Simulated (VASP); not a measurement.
Sb:

```
Sb
1.0
     3.13879    0.00000    0.00000
     0.00000    3.13879    0.00000
     0.00000    0.00000    3.13879
Sb
1
Direct
  0.00000 0.00000 0.00000
```

This cell differs from its parent crystal: volume scaled by 0.98.

Base run:

```yaml
Program: VASP 6.6.1
Functional: LDA
Potentials_or_basis: VASP PAW LDA potentials, release 64 (Sb)
Cutoff: 520 eV
k_mesh: 8 × 8 × 8
Occupations: fermi-dirac, width 0.05 eV
Spin: no spin polarisation
```

Its results: pressure -4.7 GPa.

**Question.** The run is repeated on the same cell with these changes: functional from LDA to r2SCAN; potentials or basis from VASP PAW LDA potentials, release 64 (Sb) to VASP PAW PBE potentials, release 64 (Sb). What comes out?

**Answer.** Pressure -2.3 GPa.

Caveats: the PAW data sets were made with another functional, which shifts forces and pressure a little (some runs).
